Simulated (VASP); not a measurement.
# LiF (Fm-3m) in VASP: notebook

The runs below take LiF through single point, relaxation of cell and atoms, with PBEsol, PBE, r2SCAN.

Everything below comes from runs of VASP 6.6.1. Logs are shortened: lines on timing, memory, paths and dates and some standing lists are left out, and cuts for length are marked.

### 1 The cell of the first run

Symmetry: Fm-3m, No. 225, cubic system. Conventional cell: a = 4.008 Å, b = 4.008 Å, c = 4.008 Å, α = 90.00°, β = 90.00°, γ = 90.00°. Li (site symmetry m-3m) has 6 F at 2.00 Å within 2.7 Å. F (site symmetry m-3m) has 6 Li at 2.00 Å within 2.7 Å.

### 2 Single point, PBEsol

The input, INCAR:

```
PREC = Accurate
ENCUT = 520
EDIFF = 1E-6
ISMEAR = -1
SIGMA = 0.02
LREAL = F
LASPH = T
NELM = 60
ALGO = Normal
ISIF = 2
LWAVE = F
LCHARG = T
GGA = PS
LELF = T
LVHAR = T
NBANDS = 12
```

The input, KPOINTS:

```
Automatic mesh
0
Gamma
  10 10 10
```

The input, POSCAR:

```
LiF
1.0
    0.0000000000      2.0040373091      2.0040373091
    2.0040373091      0.0000000000      2.0040373091
    2.0040373091      2.0040373091      0.0000000000
Li F
1 1
Direct
    0.0000000000      0.0000000000      0.0000000000
    0.5000000000      0.5000000000      0.5000000000
```

Potentials or basis: VASP PAW PBE potentials, release 64 (Li_sv, F).

Command:

```
$ cat potpaw_PBE.64/Li_sv/POTCAR potpaw_PBE.64/F/POTCAR > POTCAR
$ mpirun -np 1 vasp_std > vasp.out
```

OUTCAR:

```text
PREC = Accurate
   ENCUT = 520
   EDIFF = 1E-6
   ISMEAR = -1
   LREAL = F
   LASPH = T
   NELM = 60
   ISIF = 2
   GGA = PS

 ion  position               nearest neighbor table
   1  0.000  0.000  0.000-   2 2.00   2 2.00   2 2.00   2 2.00   2 2.00   2 2.00
   2  0.500  0.500  0.500-   1 2.00   1 2.00   1 2.00   1 2.00   1 2.00   1 2.00

  LATTYP: Found a face centered cubic cell.
 ALAT       =     4.0080746182

  Lattice vectors:

 A1 = (   0.0000000000,   2.0040373091,   2.0040373091)
 A2 = (   2.0040373091,   0.0000000000,   2.0040373091)
 A3 = (   2.0040373091,   2.0040373091,   0.0000000000)

Analysis of symmetry for initial positions (statically):
=====================================================================
 Subroutine PRICEL returns:
 Original cell was already a primitive cell.

 Routine SETGRP: Setting up the symmetry group for a
 face centered cubic supercell.

 Subroutine GETGRP returns: Found 48 space group operations
 (whereof 48 operations were pure point group operations)
 out of a pool of 48 trial point group operations.

The static configuration has the point symmetry O_h .

Analysis of symmetry for dynamics (positions and initial velocities):
=====================================================================
 Subroutine PRICEL returns:
 Original cell was already a primitive cell.

 Routine SETGRP: Setting up the symmetry group for a
 face centered cubic supercell.

 Subroutine GETGRP returns: Found 48 space group operations
 (whereof 48 operations were pure point group operations)
 out of a pool of 48 trial point group operations.

The dynamic configuration has the point symmetry O_h .

 Subroutine INISYM returns: Found 48 space group operations
 (whereof 48 operations are pure point group operations),
 and found     1 'primitive' translations

----------------------------------------------------------------------------------------

                                     Primitive cell

  volume of cell :      16.0971

  direct lattice vectors                    reciprocal lattice vectors
     0.000000000  2.004037309  2.004037309    -0.249496353  0.249496353  0.249496353
     2.004037309  0.000000000  2.004037309     0.249496353 -0.249496353  0.249496353
     2.004037309  2.004037309  0.000000000     0.249496353  0.249496353 -0.249496353

  length of vectors
     2.834136742  2.834136742  2.834136742     0.432140360  0.432140360  0.432140360

  position of ions in fractional coordinates (direct lattice)
     0.000000000  0.000000000  0.000000000
     0.500000000  0.500000000  0.500000000

[... 88 lines left out ...]
   NUPDOWN=      -1.0000    fix difference up-down
   EMIN   =  10.00;   EMAX   =-10.00  energy-range for DOS
   EFERMI =   0.00;   METHOD = LEGACY
   ISMEAR =    -1;   SIGMA  =   0.02  broadening in eV -4-tet -1-fermi 0-gaus
   EFERMI_NEDOS =   21; number of points for ismear=-14 and -15
   IALGO  =     38    algorithm
   IMIX   =      4    mixing-type and parameters
     AMIX     =   0.40;   BMIX     =  1.00
     AMIX_MAG =   1.60;   BMIX_MAG =  1.00
  volume/ion in A,a.u.               =       8.05        54.31
  Fermi-wavevector in a.u.,A,eV,Ry     =   1.396880  2.639720 26.548682  1.951273
  Thomas-Fermi vector in A             =   2.520191
   LORBIT       =      0    0 simple, 1 ext, 2 COOP (PROOUT), +10 PAW based schemes
   GGA     = PS    functional components
   LHFCALC =     F    Hartree Fock is set to
   AEXX    =    0.0000 exact exchange contribution
   IVDW    =     0    specifies the selected vdW correction
   LEPSILON=     F    determine dielectric tensor
   LRPA    =     F    only Hartree local field effects (RPA)
 non-spin polarized calculation
  energy-cutoff  :      520.00
  volume of cell :       16.10
 maximum number of plane-waves:       444
 NGX is ok and might be reduce to    24
   NGX = 11   NGY = 11   NGZ = 11

 number of electron      10.0000000 magnetization

 number of electron       9.9999994 magnetization

 Free energy of the ion-electron system (eV)
  ---------------------------------------------------
  ext. energy  EPLUGINS =         0.00000000
  ---------------------------------------------------
  free energy    TOTEN  =        -9.85226111 eV

  energy without entropy =       -9.85226111  energy(sigma->0) =       -9.85226111

 E-fermi :  -0.4120     XC(G=0): -10.2773

 val. band max:       -1.0178996545   @ k =   0.0000   0.0000   0.0000
 cond. band min:       8.0365103458   @ k =   0.0000   0.0000   0.0000
 fundamental gap:      9.0544100003
 Fermi energy:        -0.4119506935

 k-point     1 :       0.0000    0.0000    0.0000
  band No.  band energies     occupation
      1     -41.1942      2.00000
      2     -20.9222      2.00000
      3      -1.0179      2.00000
      4      -1.0179      2.00000
      5      -1.0179      2.00000
      6       8.0365      0.00000
      7      23.0019      0.00000
      8      23.0019      0.00000
      9      23.0020      0.00000
     10      23.2363      0.00000
     11      23.2363      0.00000
     12      23.2363      0.00000
[... 331 lines left out ...]
 k-point    24 :       0.4000    0.3000    0.0000
  band No.  band energies     occupation
      1     -41.1247      2.00000
      2     -20.3702      2.00000
      3      -3.4262      2.00000
      4      -1.9242      2.00000
      5      -1.8074      2.00000
      6      12.0330      0.00000
      7      15.6083      0.00000
      8      17.5452      0.00000
      9      19.1487      0.00000
     10      20.1946      0.00000
     11      33.1401      0.00000
     12      34.0081      0.00000

 [... further k-points ...]

------------------------ aborting loop because EDIFF is reached ----------------------------------------

  FORCE on cell =-STRESS in cart. coord.  units (eV):
  Direction    XX          YY          ZZ          XY          YZ          ZX
  --------------------------------------------------------------------------------------
  -------------------------------------------------------------------------------------
  Total       -0.0235339     -0.0235339     -0.0235339      0.0000000      0.0000000     -0.0000000
  in kB       -2.3423828     -2.3423828     -2.3423828      0.0000000      0.0000000     -0.0000000
  external PRESSURE =      -2.3423828 kB  Pullay stress =       0.0000000 kB

 VOLUME and BASIS-vectors are now :
 -----------------------------------------------------------------------------
  energy-cutoff  :      520.00
  volume of cell :       16.10
      direct lattice vectors                 reciprocal lattice vectors
     0.000000000  2.004037309  2.004037309    -0.249496353  0.249496353  0.249496353
     2.004037309  0.000000000  2.004037309     0.249496353 -0.249496353  0.249496353
     2.004037309  2.004037309  0.000000000     0.249496353  0.249496353 -0.249496353

 POSITION                                       TOTAL-FORCE (eV/Angst)
 -----------------------------------------------------------------------------------
      0.00000      0.00000      0.00000         0.000000      0.000000     -0.000000
      2.00404      2.00404      2.00404        -0.000000     -0.000000      0.000000
 -----------------------------------------------------------------------------------
    total drift:                               -0.000000     -0.000000      0.000000

  FREE ENERGIE OF THE ION-ELECTRON SYSTEM (eV)
  ---------------------------------------------------
  free  energy   TOTEN  =        -9.8522611106 eV

  energy  without entropy=       -9.8522611106  energy(sigma->0) =       -9.85226111
```

It took 6.8 s on 1 thread of Intel Xeon Platinum 8375C at 2.90GHz (Ice Lake), shared host; peak memory 0.13 GiB.

Results:

| Property | Result |
| --- | --- |
| Free energy | -9.8523 eV |
| Band gap on the k mesh | 9.05 eV, direct |

Levels at points of the mesh, in eV from the valence-band top:
```csv
k point,band 1,band 2,band 3,band 4,band 5,band 6,band 7,band 8,band 9,band 10
"(0.00, 0.00, 0.00)",-40.18,-19.90,0.00,0.00,0.00,9.05,24.02,24.02,24.02,24.25
"(0.50, 0.00, 0.00)",-40.11,-19.45,-2.60,-0.24,-0.24,10.65,16.73,18.86,18.86,30.46
"(0.50, 0.50, 0.00)",-40.09,-19.17,-3.13,-1.04,-1.04,14.77,16.26,17.51,20.26,20.26
```

Caveat: the cutoff is under 1.25 times the usual one of these potentials, so pressure, stress and relaxed cells hold a basis-set (Pulay) error; the PAW data sets were made with another functional, which shifts forces and pressure a little.

### 3 Single point, PBE

This run uses another cell than the first one, of 8.42 Å³/atom, 1.046 times its volume.

The input, INCAR:

```
SYSTEM = LiF
ALGO = Normal ; EDIFF = 1E-7
ENCUT = 520 ; GGA = PE
ISIF = 2 ; ISMEAR = -1
LASPH = .TRUE. ; LCHARG = .FALSE.
LREAL = .FALSE. ; LWAVE = .FALSE.
NBANDS = 12 ; NELM = 80
PREC = Accurate ; SIGMA = 0.02
```

The input, KPOINTS:

```
k-points
0
G
  10 10 10
  0 0 0
```

The input, POSCAR:

```
LiF
1.0
    0.0000000000      2.0340907776      2.0340907776
    2.0340907776      0.0000000000      2.0340907776
    2.0340907776      2.0340907776      0.0000000000
Li F
1 1
Direct
    0.0000000000      0.0000000000      0.0000000000
    0.5000000000      0.5000000000      0.5000000000
```

Potentials or basis: VASP PAW PBE potentials, release 64 (Li_sv, F).

Command:

```
$ cat potpaw_PBE.64/Li_sv/POTCAR potpaw_PBE.64/F/POTCAR > POTCAR
$ mpirun -np 1 vasp_std > vasp.out
```

It took 7.8 s on 1 thread of Intel Xeon Platinum 8375C at 2.90GHz (Ice Lake), shared host; peak memory 0.13 GiB.

Results (log left out):

```
Free energy            : -9.6409 eV
Band gap on the k mesh : 8.83 eV, direct
```

Levels at points of the mesh, in eV from the valence-band top:
| k point | band 2 | band 3 | band 4 | band 5 | band 6 | band 7 | band 8 | band 9 |
| --- | --- | --- | --- | --- | --- | --- | --- | --- |
| (0.00, 0.00, 0.00) | -19.89 | 0.00 | 0.00 | 0.00 | 8.83 | 23.57 | 23.57 | 23.57 |
| (0.50, 0.00, 0.00) | -19.48 | -2.43 | -0.22 | -0.22 | 10.62 | 16.39 | 18.66 | 18.66 |
| (0.50, 0.50, 0.00) | -19.24 | -2.88 | -0.95 | -0.95 | 14.53 | 16.33 | 17.09 | 19.89 |

Caveat: the cutoff is under 1.25 times the usual one of these potentials, so pressure, stress and relaxed cells hold a basis-set (Pulay) error. A k mesh can miss the band edges.

(Part 1 of 2 ends here.)
